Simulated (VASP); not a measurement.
The system is Hg.

```
Hg
1.0
     1.74632    1.00824    2.14788
    -1.74632    1.00824    2.14788
     0.00000   -2.01648    2.14788
Hg
1
Direct
  0.00000 0.00000 0.00000
```

Base run:

```yaml
Program: VASP 6.6.1
Functional: LDA
Potentials_or_basis: VASP PAW LDA potentials, release 64 (Hg)
Cutoff: 520 eV
k_mesh: 11 × 11 × 11
Occupations: fermi-dirac, width 0.3 eV
Spin: no spin polarisation
```

Its results: band gap on the k mesh zero (bands 6 and 7 overlap by 2.76 eV); pressure 0.7 GPa.

Task: The run is repeated on the same cell with these changes: occupations from fermi-dirac, width 0.3 eV to fermi-dirac, width 1 eV. What comes out?

Result: Band gap on the k mesh zero (bands 6 and 7 overlap by 2.75 eV); pressure 2.4 GPa.

Caveats: so wide a smearing shifts energies and pressures; spin-orbit coupling is left out, which moves the levels of the heavy elements.
